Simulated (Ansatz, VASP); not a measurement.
# ZrC in VASP and in Ansatz

```xyz
4
Lattice="3.2832 0.0000 0.0000 -1.6416 2.9014 0.0000 0.0000 0.0000 5.2273" Properties=species:S:1:pos:R:3 pbc="T T T"
Zr    0.0000    1.9343    1.3068
Zr    1.6416    0.9671    3.9204
C     0.0000    0.0000    0.0000
C     0.0000    0.0000    2.6136
```

Change from the starting cell: strain e1 = -0.02, atoms carried along.

Alike in both runs: task single point; functional PBEsol; k mesh 10 × 10 × 6; occupations gaussian, width 0.05 eV; no spin polarisation.

|  | VASP | Ansatz |
| --- | --- | --- |
| version | VASP 6.6.1 | Ansatz 0.2.0 |
| potentials or method | VASP PAW PBE potentials, release 64 (Zr_sv, C), cutoff 520 eV | scalar-relativistic, plane waves, PAW |
| valence electrons in the cell | 32 | 32 |

|  | VASP | Ansatz | Ansatz less VASP |
| --- | --- | --- | --- |
| gap on the k mesh at the Fermi level (eV) | none | none | - |
| pressure (GPa) | 5.4 | 5.0 | -0.41 |
| traceless stress, the component that is largest in VASP (GPa) | 3.66 | 3.65 | -0.005 |
| rms of the force components (eV/Å) | 0.010 | 0.009 | -0.0007 |

VASP's potentials were made for PBE, not for PBEsol. Atom by atom the forces differ by 0.001 eV/Å (rms over components). A gap of «none» marks a metal or a gap that the smearing closes. With one functional, cell and mesh, what is left measures potentials, basis and numerics.
